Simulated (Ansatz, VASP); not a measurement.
**Two plane-wave programs on MnHg**

The input INCAR:

```
SYSTEM = MnHg
PREC     = Accurate       ! precision mode
ENCUT    = 680            ! plane-wave cutoff, eV
EDIFF    = 1E-6           ! SCF threshold, eV
ISMEAR   = -1             ! smearing method
SIGMA    = 0.05           ! smearing width, eV
LREAL    = .FALSE.        ! projectors in reciprocal space
LASPH    = .TRUE.         ! aspherical terms in the spheres
NELM     = 200            ! most SCF steps
ALGO     = Normal         ! electronic algorithm
ISIF     = 2              ! what is computed and relaxed
LWAVE    = .FALSE.        ! write WAVECAR
LCHARG   = .TRUE.         ! write CHGCAR
ISPIN    = 2              ! spin polarisation
MAGMOM   = 0 1            ! initial moments
LORBIT   = 11             ! projections on sites
NUPDOWN  = 1.0            ! fixed moment
LMAXMIX  = 4              ! l up to which the mixer works
GGA      = PE             ! functional
LELF     = .TRUE.         ! ELF
LVHAR    = .TRUE.       
NBANDS   = 28             ! bands
GGA_COMPAT= .FALSE.
```

KPOINTS

```
regular mesh
0
G
  7 7 7
  0 0 0
```

Contents of POSCAR:

```
MnHg
1.0
    3.3150000000      0.0000000000      0.0000000000
    0.0000000000      3.3150000000      0.0000000000
    0.0000000000      0.0000000000      3.3150000000
Hg Mn
1 1
Direct
    0.0000000000      0.0000000000      0.0000000000
    0.5000000000      0.5000000000      0.5000000000
```

Contents of input.yaml:

```yaml
crystal:
  lattice:
    - [3.315, 0.0, 0.0]
    - [0.0, 3.315, 0.0]
    - [0.0, 0.0, 3.315]
  atoms:
    - { symbol: Hg, position: [0.0, 0.0, 0.0] }
    - { symbol: Mn, position: [0.5, 0.5, 0.5], spin: 1.0 }
hamiltonian:
  xc: pbe
  pseudopotentials: { kind: paw }
magnetization:
  spin_polarized: true
  initial_magnetization: 1.0
  spin_locking: { lock_magnetization: hard }
kpoints:
  mp_grid: { grid: [7, 7, 7] }
scf:
  occupations: { method: fermi_dirac, width: 0.05 }
  lower_state_search: "off"
output:
  forces: true
  stress: true
  eigenvalues: true
```

Alike in both runs: task single point; functional PBE; k mesh 7 × 7 × 7; occupations fermi-dirac, width 0.05 eV; collinear spin; fixed moment 1 μB.

```csv
,VASP,Ansatz
version,VASP 6.6.1,Ansatz 0.2.0
potentials or method,"VASP PAW PBE potentials, release 64 (Hg_sv_GW, Mn_sv)",Ansatz PAW
plane-wave cutoff (eV),680,420
valence electrons in the cell,35,35
```

```csv
,VASP,Ansatz,Ansatz less VASP
pressure (GPa),-13.1,-12.7,+0.36
net moment per atom (μB),0.50,0.50,0.000
size of the moment on the site where the two differ most (μB),1.09,1.14,+0.046
```

Site moments also hang on the region over which each program counts them.

Neither program's run includes spin-orbit coupling.
